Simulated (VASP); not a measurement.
# Fe (Im-3m) in VASP: further runs, part 2 of 2

VASP 6.6.1. Earlier steps stand in the parts before.

## Step 3: Single point, BLYP+D4, collinear spin, ferromagnetic start

This run uses another cell than the first one, of 11.30 Å³/atom.

INCAR reads:

```
PREC     = Accurate       # precision mode
ENCUT    = 520            # plane-wave cutoff, eV
EDIFF    = 1E-6           # SCF threshold, eV
ISMEAR   = -1             # smearing method
SIGMA    = 0.05           # smearing width, eV
LREAL    = False          # projectors in reciprocal space
LASPH    = True           # aspherical terms in the spheres
NELM     = 150            # most SCF steps
ALGO     = Normal         # electronic algorithm
ISIF     = 2              # what is computed and relaxed
LWAVE    = False          # write WAVECAR
LCHARG   = True           # write CHGCAR
ISPIN    = 2              # spin polarisation
MAGMOM   = 3              # initial moments
LORBIT   = 11             # projections on sites
LMAXMIX  = 4              # l up to which the mixer works
GGA      = B5             # functional
ALDAX    = 1.0          
AGGAX    = 1.0          
AGGAC    = 1.0          
ALDAC    = 0.0          
IVDW     = 13             # dispersion correction
VDW_S6   = 1.0          
VDW_S8   = 2.34076671   
VDW_A1   = 0.44488865   
VDW_A2   = 4.0933009    
LELF     = True           # ELF
LVHAR    = True         
NBANDS   = 14             # bands
```

KPOINTS reads:

```
regular mesh
0
Gamma
  13 13 13
```

POSCAR reads:

```
Fe
1.0
   -1.4135427549      1.4135427549      1.4135427549
    1.4135427549     -1.4135427549      1.4135427549
    1.4135427549      1.4135427549     -1.4135427549
Fe
1
Direct
    0.0000000000      0.0000000000      0.0000000000
```

Potentials or basis: VASP PAW PBE potentials, release 64 (Fe).

Launch:

```bash
$ cat potpaw_PBE.64/Fe/POTCAR > POTCAR
$ mpirun -np 1 vasp_std > vasp.out
```

OUTCAR:

```text
PREC = Accurate
   ENCUT = 520
   EDIFF = 1E-6
   ISMEAR = -1
   LREAL = False
   LASPH = True
   NELM = 150
   ISIF = 2
   ISPIN = 2
   LORBIT = 11
   GGA = B5
   IVDW = 13

 ion  position               nearest neighbor table
   1  0.000  0.000  0.000-

  LATTYP: Found a body centered cubic cell.
 ALAT       =     2.8270855098

  Lattice vectors:

 A1 = (  -1.4135427549,   1.4135427549,   1.4135427549)
 A2 = (   1.4135427549,  -1.4135427549,   1.4135427549)
 A3 = (   1.4135427549,   1.4135427549,  -1.4135427549)

Analysis of symmetry for initial positions (statically):
=====================================================================
 Subroutine PRICEL returns:
 Original cell was already a primitive cell.

 Routine SETGRP: Setting up the symmetry group for a
 body centered cubic supercell.

 Subroutine GETGRP returns: Found 48 space group operations
 (whereof 48 operations were pure point group operations)
 out of a pool of 48 trial point group operations.

The static configuration has the point symmetry O_h .

Analysis of symmetry for dynamics (positions and initial velocities):
=====================================================================
 Subroutine PRICEL returns:
 Original cell was already a primitive cell.

 Routine SETGRP: Setting up the symmetry group for a
 body centered cubic supercell.

 Subroutine GETGRP returns: Found 48 space group operations
 (whereof 48 operations were pure point group operations)
 out of a pool of 48 trial point group operations.

The dynamic configuration has the point symmetry O_h .

Analysis of structural, dynamic, and magnetic symmetry:
=====================================================================
 Subroutine PRICEL returns:
 Original cell was already a primitive cell.

 Routine SETGRP: Setting up the symmetry group for a
 body centered cubic supercell.

 Subroutine GETGRP returns: Found 48 space group operations
 (whereof 48 operations were pure point group operations)
 out of a pool of 48 trial point group operations.

The overall configuration has the point symmetry O_h .

 Subroutine INISYM returns: Found 48 space group operations
 (whereof 48 operations are pure point group operations),
 and found     1 'primitive' translations

----------------------------------------------------------------------------------------

                                     Primitive cell

  volume of cell :      11.2976

  direct lattice vectors                    reciprocal lattice vectors
    -1.413542755  1.413542755  1.413542755     0.000000000  0.353721172  0.353721172
     1.413542755 -1.413542755  1.413542755     0.353721172  0.000000000  0.353721172
     1.413542755  1.413542755 -1.413542755     0.353721172  0.353721172  0.000000000

  length of vectors
     2.448327870  2.448327870  2.448327870     0.500237279  0.500237279  0.500237279

  position of ions in fractional coordinates (direct lattice)
     0.000000000  0.000000000  0.000000000

  ion indices of the primitive-cell ions
   primitive index   ion index
                 1           1

----------------------------------------------------------------------------------------

 KPOINTS: regular mesh

Automatic generation of k-mesh.
 Grid dimensions read from file:
 generate k-points for:   13   13   13

 Generating k-lattice:

  Cartesian coordinates                     Fractional coordinates (reciprocal lattice)
     0.000000000  0.027209321  0.027209321     0.076923077  0.000000000  0.000000000
[... 71 lines left out ...]
   NUPDOWN=      -1.0000    fix difference up-down
   EMIN   =  10.00;   EMAX   =-10.00  energy-range for DOS
   EFERMI =   0.00;   METHOD = LEGACY
   ISMEAR =    -1;   SIGMA  =   0.05  broadening in eV -4-tet -1-fermi 0-gaus
   EFERMI_NEDOS =   21; number of points for ismear=-14 and -15
   IALGO  =     38    algorithm
   IMIX   =      4    mixing-type and parameters
     AMIX     =   0.40;   BMIX     =  1.00
     AMIX_MAG =   1.60;   BMIX_MAG =  1.00
  volume/ion in A,a.u.               =      11.30        76.24
  Fermi-wavevector in a.u.,A,eV,Ry     =   1.459181  2.757453 28.969656  2.129210
  Thomas-Fermi vector in A             =   2.575778
   LORBIT       =     11    0 simple, 1 ext, 2 COOP (PROOUT), +10 PAW based schemes
   GGA     = B5    functional components
   LHFCALC =     F    Hartree Fock is set to
   AEXX    =    0.0000 exact exchange contribution
   IVDW    =    13    specifies the selected vdW correction
   LEPSILON=     F    determine dielectric tensor
   LRPA    =     F    only Hartree local field effects (RPA)
 spin polarized calculation
  energy-cutoff  :      520.00
  volume of cell :       11.30
 maximum number of plane-waves:       321
   NGX =  9   NGY =  9   NGZ =  9

 number of electron       8.0000009 magnetization       2.0985002

 Free energy of the ion-electron system (eV)
  ---------------------------------------------------
  ext. energy  EPLUGINS =         0.00000000
  ---------------------------------------------------
  free energy    TOTEN  =        -7.16614053 eV

  energy without entropy =       -7.15753426  energy(sigma->0) =       -7.16183739

 E-fermi :   6.3960     XC(G=0): -12.5357

 val. band max:        6.3942292813   @ k =  -0.3846   0.3846   0.0769
 cond. band min:       6.4025494092   @ k =  -0.3846   0.4615   0.3077
 fundamental gap:      0.0083201279
 Fermi energy:         6.3960029731

 spin component 1

 k-point     1 :       0.0000    0.0000    0.0000
  band No.  band energies     occupation
      1      -1.9215      1.00000
      2       4.0875      1.00000
      3       4.0875      1.00000
      4       4.0875      1.00000
      5       5.3125      1.00000
      6       5.3125      1.00000
      7      31.7485      0.00000
      8      31.7485      0.00000
      9      31.7485      0.00000
     10      36.8865      0.00000
     11      36.8865      0.00000
     12      39.0268      0.00000
     13      39.0268      0.00000
     14      39.0269      0.00000
[... 379 lines left out ...]
      3       3.7025      1.00000
      4       5.2688      1.00000
      5       5.4181      1.00000
      6       6.5890      0.02063
      7      20.0322      0.00000
      8      24.1437      0.00000
      9      25.8924      0.00000
     10      33.5042      0.00000
     11      37.4756      0.00000
     12      39.7465      0.00000
     13      41.6627      0.00000
     14      45.0020      0.00000

 [... further k-points ...]

 spin component 2

 k-point     1 :       0.0000    0.0000    0.0000
  band No.  band energies     occupation
      1      -1.7656      1.00000
      2       5.8147      0.99999
      3       5.8148      0.99999
      4       5.8148      0.99999
      5       7.9208      0.00000
      6       7.9210      0.00000
      7      31.5277      0.00000
      8      31.5277      0.00000
      9      31.5277      0.00000
     10      37.1460      0.00000
     11      37.1460      0.00000
     12      39.6303      0.00000
     13      39.6303      0.00000
     14      39.6303      0.00000
[... 379 lines left out ...]
      3       5.1357      1.00000
      4       7.7141      0.00000
      5       8.0396      0.00000
      6       8.3633      0.00000
      7      20.7345      0.00000
      8      24.5271      0.00000
      9      26.5161      0.00000
     10      33.5462      0.00000
     11      38.0056      0.00000
     12      39.9995      0.00000
     13      41.9542      0.00000
     14      45.4566      0.00000

 [... further k-points ...]

------------------------ aborting loop because EDIFF is reached ----------------------------------------

  DFT-D4 for vdW energy calculation

  Edisp (eV):   -0.68123

  FORCE on cell =-STRESS in cart. coord.  units (eV):
  Direction    XX          YY          ZZ          XY          YZ          ZX
  --------------------------------------------------------------------------------------
  -------------------------------------------------------------------------------------
  Total      -0.06926    -0.06926    -0.06926     0.00000     0.00000     0.00000
  in kB      -9.82273    -9.82273    -9.82273     0.00000     0.00000     0.00000
  external pressure =       -9.82 kB  Pullay stress =        0.00 kB

 VOLUME and BASIS-vectors are now :
 -----------------------------------------------------------------------------
  energy-cutoff  :      520.00
  volume of cell :       11.30
      direct lattice vectors                 reciprocal lattice vectors
    -1.413542755  1.413542755  1.413542755     0.000000000  0.353721172  0.353721172
     1.413542755 -1.413542755  1.413542755     0.353721172  0.000000000  0.353721172
     1.413542755  1.413542755 -1.413542755     0.353721172  0.353721172  0.000000000

 POSITION                                       TOTAL-FORCE (eV/Angst)
 -----------------------------------------------------------------------------------
      0.00000      0.00000      0.00000         0.000000     -0.000000     -0.000000
 -----------------------------------------------------------------------------------
    total drift:                                0.000000     -0.000000      0.000000

  FREE ENERGIE OF THE ION-ELECTRON SYSTEM (eV)
  ---------------------------------------------------
  free  energy   TOTEN  =        -7.8473708249 eV

  energy  without entropy=       -7.8387645507  energy(sigma->0) =       -7.84306769

 total charge

# of ion       s       p       d       tot
------------------------------------------
    1        0.489   0.527   6.304   7.320

 magnetization (x)

# of ion       s       p       d       tot
------------------------------------------
    1       -0.014  -0.054   2.160   2.092
```

It took 60 s on 1 thread of AMD EPYC 7R13, shared host; peak memory 0.11 GiB.

What came out:

| Quantity | Value |
| --- | --- |
| Free energy | -7.8474 eV |
| Pressure | -1.0 GPa |
| Net moment | 2.10 μB per cell |
| Site moments | Fe +2.09 μB |
| Valence electrons inside the program's atomic spheres | Fe 7.32 |
| Dispersion energy per atom | -0.681 eV |

Levels at points of the mesh, in eV from the Fermi level:
Spin up:
| k point | band 2 | band 3 | band 4 | band 5 | band 6 | band 7 | band 8 | band 9 |
| --- | --- | --- | --- | --- | --- | --- | --- | --- |
| (0.00, 0.00, 0.00) | -2.31 | -2.31 | -2.31 | -1.08 | -1.08 | 25.35 | 25.35 | 25.35 |
Spin down:
| k point | band 1 | band 2 | band 3 | band 4 | band 5 | band 6 | band 7 | band 8 |
| --- | --- | --- | --- | --- | --- | --- | --- | --- |
| (0.00, 0.00, 0.00) | -8.16 | -0.58 | -0.58 | -0.58 | 1.52 | 1.52 | 25.13 | 25.13 |

Caveat: the PAW data sets were made with another functional, which shifts forces and pressure a little.
